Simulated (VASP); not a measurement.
# Zr2Si3 (Pm-3m) in VASP: a series of runs

The runs below take Zr2Si3 through relaxation of cell and atoms, single point, with PBE.

Everything below comes from runs of VASP 6.6.1. Logs are shortened: lines on timing, memory, paths and dates and some standing lists are left out, and cuts for length are marked.

## 1. The cell of the first run

It takes space group Pm-3m (No. 221, cubic). Conventional cell: a = 4.493 Å, b = 4.493 Å, c = 4.493 Å, α = 90.00°, β = 90.00°, γ = 90.00°. Zr (site symmetry m-3m) has 6 Si at 2.25 Å within 3.0 Å. Zr (site symmetry m-3m) has 12 Si at 3.18 Å and 8 Zr at 3.89 Å within 4.2 Å. Si (site symmetry 4/mmm) has 2 Zr at 2.25 Å within 3.0 Å.

The cell was generated, and may not be a known phase.

## 2. Relaxation of cell and atoms, PBE

INCAR reads:

```
SYSTEM = Zr2Si3
  PREC = Accurate
  ENCUT = 600
  EDIFF = 1E-7
  ISMEAR = 0
  SIGMA = 0.1
  LREAL = .FALSE.
  LASPH = .TRUE.
  NELM = 100
  ALGO = Normal
  ISIF = 3
  LWAVE = .FALSE.
  LCHARG = .FALSE.
  GGA = PE
  IBRION = 2
  NSW = 90
  EDIFFG = -0.04
```

KPOINTS reads:

```
regular mesh
0
G
  4 4 4
  0 0 0
```

POSCAR reads:

```
Zr2Si3
1.0
    4.4926824800      0.0000000000      0.0000000000
    0.0000000000      4.4926824800      0.0000000000
    0.0000000000      0.0000000000      4.4926824800
Zr Si
2 3
Direct
    0.0000000000      0.0000000000      0.0000000000
    0.5000000000      0.5000000000      0.5000000000
    0.5000000000      0.0000000000      0.0000000000
    0.0000000000      0.5000000000      0.0000000000
    0.0000000000      0.0000000000      0.5000000000
```

Potentials or basis: VASP PAW PBE potentials, release 64 (Zr_sv, Si).

On the command line:

```sh
cat potpaw_PBE.64/Zr_sv/POTCAR potpaw_PBE.64/Si/POTCAR > POTCAR
mpirun -np 1 vasp_std > vasp.out
```

OUTCAR:

```text
SYSTEM = Zr2Si3
   PREC = Accurate
   ENCUT = 600
   EDIFF = 1E-7
   ISMEAR = 0
   LREAL = .FALSE.
   LASPH = .TRUE.
   NELM = 100
   ISIF = 3
   GGA = PE
   IBRION = 2
   NSW = 90
   EDIFFG = -0.04

 ion  position               nearest neighbor table
   1  0.000  0.000  0.000-   3 2.25   4 2.25   5 2.25   5 2.25   4 2.25   3 2.25   2 3.89   2 3.89
                             2 3.89   2 3.89   2 3.89   2 3.89   2 3.89   2 3.89
   2  0.500  0.500  0.500-   3 3.18   4 3.18   5 3.18   3 3.18   4 3.18   3 3.18   5 3.18   3 3.18
                             4 3.18   5 3.18   4 3.18   5 3.18   1 3.89   1 3.89   1 3.89   1 3.89
   3  0.500  0.000  0.000-   1 2.25   1 2.25   2 3.18   2 3.18   2 3.18   2 3.18
   4  0.000  0.500  0.000-   1 2.25   1 2.25   2 3.18   2 3.18   2 3.18   2 3.18
   5  0.000  0.000  0.500-   1 2.25   1 2.25   2 3.18   2 3.18   2 3.18   2 3.18

  LATTYP: Found a simple cubic cell.
 ALAT       =     4.4926824800

  Lattice vectors:

 A1 = (   4.4926824800,   0.0000000000,   0.0000000000)
 A2 = (   0.0000000000,   4.4926824800,   0.0000000000)
 A3 = (   0.0000000000,   0.0000000000,   4.4926824800)

Analysis of symmetry for initial positions (statically):
=====================================================================
 Subroutine PRICEL returns:
 Original cell was already a primitive cell.

 Routine SETGRP: Setting up the symmetry group for a
 simple cubic supercell.

 Subroutine GETGRP returns: Found 48 space group operations
 (whereof 48 operations were pure point group operations)
 out of a pool of 48 trial point group operations.

The static configuration has the point symmetry O_h .

Analysis of symmetry for dynamics (positions and initial velocities):
=====================================================================
 Subroutine PRICEL returns:
 Original cell was already a primitive cell.

 Routine SETGRP: Setting up the symmetry group for a
 simple cubic supercell.

 Subroutine GETGRP returns: Found 48 space group operations
 (whereof 48 operations were pure point group operations)
 out of a pool of 48 trial point group operations.

The dynamic configuration has the point symmetry O_h .

 Subroutine INISYM returns: Found 48 space group operations
 (whereof 48 operations are pure point group operations),
 and found     1 'primitive' translations

----------------------------------------------------------------------------------------

                                     Primitive cell

  volume of cell :      90.6812

  direct lattice vectors                    reciprocal lattice vectors
     4.492682480  0.000000000  0.000000000     0.222584170  0.000000000  0.000000000
[... 64 lines left out ...]
   ions per type =               2   3
   NGX,Y,Z   is equivalent  to a cutoff of  13.32, 13.32, 13.32 a.u.
   NGXF,Y,Z  is equivalent  to a cutoff of  26.64, 26.64, 26.64 a.u.
 SYSTEM =  Zr2Si3
   PREC   = accura    normal or accurate (medium, high low for compatibility)
   ISTART =      0    job   : 0-new  1-cont  2-samecut
   ICHARG =      2    charge: 1-file 2-atom 10-const
   ISPIN  =      1    spin polarized calculation?
   LNONCOLLINEAR =      F non collinear calculations
   LSORBIT =      F    spin-orbit coupling
   LASPH  =      T    aspherical Exc in radial PAW
   ENCUT  =  600.0 eV  44.10 Ry    6.64 a.u.   8.97  8.97  8.97*2*pi/ulx,y,z
   NELM   =    100;   NELMIN=  2; NELMDL= -5     # of ELM steps
   EDIFF  = 0.1E-06   stopping-criterion for ELM
   LREAL  =      F    real-space projection
   EDIFFG = -.4E-01   stopping-criterion for IOM
   NSW    =     90    number of steps for IOM
   IBRION =      2    ionic relax: 0-MD 1-quasi-New 2-CG
   NFREE  =      1    steps in history (QN), initial steepest desc. (CG)
   ISIF   =      3    stress and relaxation
   ISYM   =      2    0-nonsym 1-usesym 2-fastsym
   POTIM  = 0.5000    time-step for ionic-motion
   TEBEG  =    0.0;   TEEND  =   0.0 temperature during run
   PSTRESS=    0.0 pullay stress
   NELECT =      36.0000    total number of electrons
   NUPDOWN=      -1.0000    fix difference up-down
   EMIN   =  10.00;   EMAX   =-10.00  energy-range for DOS
   EFERMI =   0.00;   METHOD = LEGACY
   ISMEAR =     0;   SIGMA  =   0.10  broadening in eV -4-tet -1-fermi 0-gaus
   EFERMI_NEDOS =   21; number of points for ismear=-14 and -15
   IALGO  =     38    algorithm
   IMIX   =      4    mixing-type and parameters
     AMIX     =   0.40;   BMIX     =  1.00
     AMIX_MAG =   1.60;   BMIX_MAG =  1.00
  volume/ion in A,a.u.               =      18.14       122.39
  Fermi-wavevector in a.u.,A,eV,Ry     =   1.203197  2.273712 19.696911  1.447682
  Thomas-Fermi vector in A             =   2.338957
   LORBIT       =      0    0 simple, 1 ext, 2 COOP (PROOUT), +10 PAW based schemes
   GGA     = PE    functional components
   LHFCALC =     F    Hartree Fock is set to
   AEXX    =    0.0000 exact exchange contribution
   IVDW    =     0    specifies the selected vdW correction
   LEPSILON=     F    determine dielectric tensor
   LRPA    =     F    only Hartree local field effects (RPA)
 conjugate gradient relaxation of ions
 non-spin polarized calculation
 Gauss-broadening in eV      SIGMA  =   0.10
  energy-cutoff  :      600.00
  volume of cell :       90.68
 maximum number of plane-waves:      3050
 NGX is ok and might be reduce to    36
   NGX = 17   NGY = 17   NGZ = 17

--------------------------------------- Ionic step        1  -------------------------------------------

 number of electron      36.0000002 magnetization

 Free energy of the ion-electron system (eV)
  ---------------------------------------------------
  ext. energy  EPLUGINS =         0.00000000
  ---------------------------------------------------
  free energy    TOTEN  =       -28.11338924 eV

  energy without entropy =      -28.09024576  energy(sigma->0) =      -28.10181750

 E-fermi :   9.3783     XC(G=0): -10.9308

 val. band max:        9.3716712286   @ k =   0.2500   0.0000   0.0000
 cond. band min:       9.4014797138   @ k =   0.2500   0.2500   0.2500
 fundamental gap:      0.0298084852
 Fermi energy:         9.3783038525

 k-point     1 :       0.0000    0.0000    0.0000
  band No.  band energies     occupation
      1     -40.8282      2.00000
      2     -38.0199      2.00000
      3     -18.7947      2.00000
      4     -18.7947      2.00000
      5     -18.7947      2.00000
      6     -16.6747      2.00000
[... 316 lines left out ...]
--------------------------------------- Ionic step        3  -------------------------------------------

 number of electron      36.0000000 magnetization

 Free energy of the ion-electron system (eV)
  ---------------------------------------------------
  ext. energy  EPLUGINS =         0.00000000
  ---------------------------------------------------
  free energy    TOTEN  =       -29.46736786 eV

  energy without entropy =      -29.42668437  energy(sigma->0) =      -29.44702611

 E-fermi :   6.8519     XC(G=0):  -9.9477

 val. band max:        6.8446173571   @ k =   0.5000   0.2500   0.2500
 cond. band min:       6.9071975291   @ k =   0.5000   0.2500   0.0000
 fundamental gap:      0.0625801720
 Fermi energy:         6.8518598546

 k-point     1 :       0.0000    0.0000    0.0000
  band No.  band energies     occupation
      1     -43.7868      2.00000
      2     -41.0018      2.00000
      3     -21.7093      2.00000
      4     -21.7093      2.00000
      5     -21.7093      2.00000
      6     -19.3586      2.00000
[... 271 lines left out ...]
  FREE ENERGIE OF THE ION-ELECTRON SYSTEM (eV)
  ---------------------------------------------------
  free  energy   TOTEN  =       -29.4673678576 eV

  energy  without entropy=      -29.4266843708  energy(sigma->0) =      -29.44702611

 reached required accuracy - stopping structural energy minimisation
```

CONTCAR:

```text
Zr2Si3
   1.00000000000000
     4.8554620450443675    0.0000000000000000   -0.0000000000000000
     0.0000000000000000    4.8554620450443675    0.0000000000000000
     0.0000000000000000    0.0000000000000000    4.8554620450443675
  Zr              Si
     2     3
Direct
     0.0000000000000000    0.0000000000000000    0.0000000000000000
     0.5000000000000000    0.5000000000000000    0.5000000000000000
     0.5000000000000000    0.0000000000000000    0.0000000000000000
     0.0000000000000000    0.5000000000000000    0.0000000000000000
     0.0000000000000000    0.0000000000000000    0.5000000000000000

  0.00000000E+00  0.00000000E+00  0.00000000E+00
  0.00000000E+00  0.00000000E+00  0.00000000E+00
  0.00000000E+00  0.00000000E+00  0.00000000E+00
  0.00000000E+00  0.00000000E+00  0.00000000E+00
  0.00000000E+00  0.00000000E+00  0.00000000E+00
```

Wall time 2.9 min (1 thread of Intel Xeon 8259CL, shared host); peak memory 0.22 GiB.

What came out:

* Free energy: -29.4674 eV
* Relaxed volume: 22.89 Å³/atom
* Relaxed cell: a = 4.855 Å, b = 4.855 Å, c = 4.855 Å, α = 90.00°, β = 90.00°, γ = 90.00°
* Space group after relaxing (to 0.1 Å): Pm-3m (No. 221)
* Energy gained by relaxing: 270.8 meV/atom
* Ionic steps: 3
* Pressure after relaxing: 0.2 GPa
* Band gap on the k mesh: zero (bands 18 and 19 overlap by 0.60 eV)

Step by step:
```tsv
step	energy change (eV)	largest force (eV/Å)	pressure (GPa)	volume (Å³)
1	0.0000	0.0000	21.90	90.68
2	-1.1444	0.0000	-4.97	127.26
3	-1.3540	0.0000	0.21	114.47
```

Final structure:
```xyz
5
Lattice="4.8555 0.0000 0.0000 0.0000 4.8555 0.0000 0.0000 0.0000 4.8555" Properties=species:S:1:pos:R:3 pbc="T T T"
Zr    0.0000    0.0000    0.0000
Zr    2.4277    2.4277    2.4277
Si    2.4277    0.0000    0.0000
Si    0.0000    2.4277    0.0000
Si    0.0000    0.0000    2.4277
```

Caveat: the volume moved by over 15 % at a fixed basis, so the end points are rough.

## 3. Single point, PBE, collinear spin

This run uses another cell than the first one, of 23.01 Å³/atom.

INCAR reads:

```
PREC = Accurate
ENCUT = 520
EDIFF = 1E-7
ISMEAR = 0
SIGMA = 0.1
LREAL = False
LASPH = True
NELM = 150
ALGO = Normal
ISIF = 2
LWAVE = False
LCHARG = False
ISPIN = 2
MAGMOM = 1 1 0 0 0
LORBIT = 11
LMAXMIX = 4
GGA = PE
NBANDS = 30
```

KPOINTS reads:

```
regular mesh
0
Gamma
  4 4 4
```

Edit POSCAR of step 2 so:

```diff
@@ -2,5 +2,5 @@
 1.0
-    4.4926824800      0.0000000000      0.0000000000
-    0.0000000000      4.4926824800      0.0000000000
-    0.0000000000      0.0000000000      4.4926824800
+    4.8635252278      0.0000000000      0.0000000000
+    0.0000000000      4.8635252278      0.0000000000
+    0.0000000000      0.0000000000      4.8635252278
 Zr Si
```

Potentials or basis: VASP PAW PBE potentials, release 64 (Zr_sv, Si).

On the command line:

```sh
cat potpaw_PBE.64/Zr_sv/POTCAR potpaw_PBE.64/Si/POTCAR > POTCAR
mpirun -np 1 vasp_std > vasp.out
```

Wall time 2.8 min (1 thread of Intel Xeon 8259CL, shared host); peak memory 0.26 GiB.

It converged, with:

* Free energy: -29.5134 eV
* Pressure: 0.1 GPa
* Net moment: 1.14 μB per cell
* Site moments: Zr -0.01, +0.70; Si +0.01 μB
* Valence electrons inside the program's atomic spheres: Zr 10.45, 9.49; Si 1.62

Levels at points of the mesh, in eV from the Fermi level:
Spin up:
```csv
k point,band 16,band 17,band 18,band 19,band 20,band 21,band 22,band 23
"(0.00, 0.00, 0.00)",-0.79,-0.79,-0.50,-0.50,0.78,0.78,0.78,0.87
"(0.50, 0.00, 0.00)",-2.27,-2.22,-1.45,0.03,0.11,0.40,1.48,1.48
"(0.50, 0.50, 0.00)",-2.28,-0.61,-0.61,0.00,0.11,0.18,0.80,1.47
"(0.50, 0.50, 0.50)",-2.23,-2.23,-0.47,0.33,0.33,0.90,0.90,0.90
```
Spin down:
```
           k point  band 13  band 14  band 15  band 16  band 17  band 18  band 19  band 20  band 21  band 22
(0.00, 0.00, 0.00)    -2.33    -2.33    -0.61    -0.61    -0.61     0.27     0.27     0.84     0.84     0.84
(0.50, 0.00, 0.00)    -2.23    -2.23    -2.18    -2.18    -1.75    -1.21     0.09     0.47     1.35     1.65
(0.50, 0.50, 0.00)    -3.18    -2.60    -2.60    -2.29    -0.48    -0.48     0.16     0.88     0.98     1.22
(0.50, 0.50, 0.50)    -4.06    -4.06    -4.02    -2.25    -2.25     0.02     1.33     1.33     1.33     1.33
```

## 4. Single point, PBE, collinear spin

This run uses another cell than the first one, of 23.09 Å³/atom.

INCAR reads:

```
SYSTEM = Zr2Si3
  PREC = Accurate
  ENCUT = 520
  EDIFF = 1E-6
  ISMEAR = 0
  SIGMA = 0.1
  LREAL = .False.
  LASPH = .True.
  NELM = 150
  ALGO = Normal
  ISIF = 2
  LWAVE = .False.
  LCHARG = .False.
  ISPIN = 2
  MAGMOM = 0 0.9 0 0 0
  LORBIT = 11
  LMAXMIX = 4
  GGA = PE
  NBANDS = 30
```

KPOINTS reads:

```
Automatic mesh
0
Gamma
  8 8 8
  0 0 0
```

Edit POSCAR of step 3 so:

```diff
@@ -2,5 +2,5 @@
 1.0
-    4.8635252278      0.0000000000      0.0000000000
-    0.0000000000      4.8635252278      0.0000000000
-    0.0000000000      0.0000000000      4.8635252278
+    4.8690945949      0.0000000000      0.0000000000
+    0.0000000000      4.8690945949      0.0000000000
+    0.0000000000      0.0000000000      4.8690945949
 Zr Si
```

On the command line:

```sh
cat potpaw_PBE.64/Zr_sv/POTCAR potpaw_PBE.64/Si/POTCAR > POTCAR
mpirun -np 1 vasp_std > vasp.out
```

Run time: 8.8 min. Hardware: 1 thread of Intel Xeon 8259CL, shared host; peak memory 0.35 GiB.

The run converged. Its results:

- Free energy: -29.5258 eV
- Pressure: 0.0 GPa
- Net moment: 0.49 μB per cell
- Site moments: Zr +0.01, +0.31; Si -0.00 μB
- Valence electrons inside the program's atomic spheres: Zr 10.43, 9.46; Si 1.62

Levels at points of the mesh, in eV from the Fermi level:
Spin up:
| k point | band 15 | band 16 | band 17 | band 18 | band 19 | band 20 | band 21 | band 22 |
| --- | --- | --- | --- | --- | --- | --- | --- | --- |
| (0.00, 0.00, 0.00) | -0.70 | -0.70 | -0.70 | -0.32 | -0.32 | 0.92 | 0.92 | 0.92 |
| (0.50, 0.00, 0.00) | -2.14 | -2.14 | -2.04 | -1.30 | 0.09 | 0.22 | 0.58 | 1.55 |
| (0.50, 0.50, 0.00) | -2.60 | -2.16 | -0.47 | -0.47 | 0.18 | 0.28 | 0.29 | 0.84 |
| (0.50, 0.50, 0.50) | -3.88 | -2.11 | -2.11 | -0.31 | 0.52 | 0.52 | 0.94 | 0.94 |
Spin down:
```
           k point  band 15  band 16  band 17  band 18  band 19  band 20  band 21  band 22
(0.00, 0.00, 0.00)    -0.61    -0.61    -0.61     0.02     0.02     0.93     0.93     0.93
(0.50, 0.00, 0.00)    -2.12    -2.12    -1.83    -1.20     0.21     0.29     1.00     1.64
(0.50, 0.50, 0.00)    -2.55    -2.16    -0.42    -0.42     0.28     0.57     0.68     1.04
(0.50, 0.50, 0.50)    -3.89    -2.11    -2.11    -0.10     0.95     0.95     1.14     1.14
```

Caveat: a moment this small can come from the mesh or the smearing.

## 5. Relaxation of cell and atoms, PBE, collinear spin

This run uses another cell than the first one, of 23.01 Å³/atom.

INCAR reads:

```
SYSTEM = Zr2Si3
  PREC = Accurate
  ENCUT = 600
  EDIFF = 1E-7
  ISMEAR = 0
  SIGMA = 0.1
  LREAL = .FALSE.
  LASPH = .TRUE.
  NELM = 150
  ALGO = Normal
  ISIF = 3
  LWAVE = .FALSE.
  LCHARG = .FALSE.
  ISPIN = 2
  MAGMOM = 0 0.9 0 0 0
  LORBIT = 11
  LMAXMIX = 4
  GGA = PE
  IBRION = 2
  NSW = 100
  EDIFFG = -0.01
```

KPOINTS reads:

```
regular mesh
0
G
  8 8 8
  0 0 0
```

Edit POSCAR of step 4 so:

```diff
@@ -2,5 +2,5 @@
 1.0
-    4.8690945949      0.0000000000      0.0000000000
-    0.0000000000      4.8690945949      0.0000000000
-    0.0000000000      0.0000000000      4.8690945949
+    4.8635252278      0.0000000000      0.0000000000
+    0.0000000000      4.8635252278      0.0000000000
+    0.0000000000      0.0000000000      4.8635252278
 Zr Si
```

On the command line:

```sh
cat potpaw_PBE.64/Zr_sv/POTCAR potpaw_PBE.64/Si/POTCAR > POTCAR
mpirun -np 1 vasp_std > vasp.out
```

Wall time 15 min (1 thread of Oxide Virtual Turin-like, shared host); peak memory 0.36 GiB.

It converged, with:

- Free energy: -29.5224 eV
- Relaxed volume: 23.08 Å³/atom
- Relaxed cell: a = 4.869 Å, b = 4.869 Å, c = 4.869 Å, α = 90.00°, β = 90.00°, γ = 90.00°
- Space group after relaxing (to 0.1 Å): Pm-3m (No. 221)
- Energy gained by relaxing: 0.0 meV/atom
- Ionic steps: 2
- Pressure after relaxing: 0.0 GPa
- Band gap on the k mesh: zero (filled and empty bands overlap)
- Net moment: 0.00 μB per cell
- Valence electrons inside the program's atomic spheres: Zr 10.43, 9.46; Si 1.62

The path:
```
step  energy change (eV)  largest force (eV/Å)  pressure (GPa)  volume (Å³)
   1              0.0000                0.0000            0.15       115.04
   2             -0.0001                0.0000           -0.04       115.40
```

Final structure:
```xyz
5
Lattice="4.8686 0.0000 0.0000 0.0000 4.8686 0.0000 0.0000 0.0000 4.8686" Properties=species:S:1:pos:R:3 pbc="T T T"
Zr    0.0000    0.0000    0.0000
Zr    2.4343    2.4343    2.4343
Si    2.4343    0.0000    0.0000
Si    0.0000    2.4343    0.0000
Si    0.0000    0.0000    2.4343
```

Levels at points of the mesh, in eV from the Fermi level:
Spin up:
| k point | band 14 | band 15 | band 16 | band 17 | band 18 | band 19 | band 20 | band 21 | band 22 |
| --- | --- | --- | --- | --- | --- | --- | --- | --- | --- |
| (0.00, 0.00, 0.00) | -2.27 | -0.68 | -0.68 | -0.68 | -0.19 | -0.19 | 0.91 | 0.91 | 0.91 |
| (0.50, 0.00, 0.00) | -2.21 | -2.15 | -2.15 | -1.97 | -1.27 | 0.14 | 0.20 | 0.74 | 1.57 |
| (0.50, 0.50, 0.00) | -2.60 | -2.60 | -2.17 | -0.47 | -0.47 | 0.27 | 0.33 | 0.44 | 0.89 |
| (0.50, 0.50, 0.50) | -4.01 | -3.90 | -2.13 | -2.13 | -0.24 | 0.69 | 0.69 | 0.99 | 0.99 |
Spin down:
| k point | band 16 | band 17 | band 18 | band 19 | band 20 | band 21 |
| --- | --- | --- | --- | --- | --- | --- |
| (0.00, 0.00, 0.00) | -0.68 | -0.68 | -0.19 | -0.19 | 0.91 | 0.91 |
| (0.50, 0.00, 0.00) | -2.15 | -1.97 | -1.27 | 0.14 | 0.20 | 0.74 |
| (0.50, 0.50, 0.00) | -2.17 | -0.47 | -0.47 | 0.27 | 0.33 | 0.44 |
| (0.50, 0.50, 0.50) | -2.13 | -2.13 | -0.24 | 0.69 | 0.69 | 0.99 |

## 6. The runs side by side

| task | spin | cell | k mesh | cutoff (eV) | gap on the mesh (eV) | pressure (GPa) | moment (μB) | relaxed volume (Å³/atom) |
| --- | --- | --- | --- | --- | --- | --- | --- | --- |
| relaxation of cell and atoms | off | relaxed from a = 4.493 Å, 5 atoms | 4 × 4 × 4 | 600 | none | 0.2 | - | 22.89 |
| single point | collinear | a = 4.864 Å, 5 atoms | 4 × 4 × 4 | 520 | none | 0.1 | 1.14 | - |
| single point | collinear | a = 4.869 Å, 5 atoms | 8 × 8 × 8 | 520 | none | 0.0 | 0.49 | - |
| relaxation of cell and atoms | collinear | relaxed from a = 4.864 Å, 5 atoms | 8 × 8 × 8 | 600 | none | 0.0 | 0.00 | 23.08 |

Alike in all rows: level PBE; potentials or basis VASP PAW PBE potentials, release 64 (Zr_sv, Si); smearing gaussian 0.1 eV.

Caveats: the volume moved by over 15 % at a fixed basis, so the end points are rough (at least some runs); a moment this small can come from the mesh or the smearing (at least some runs).

Absolute energies hang on the potentials; compare differences alone.

The gap in the log of VASP goes by the Fermi energy; the results here count the filled bands.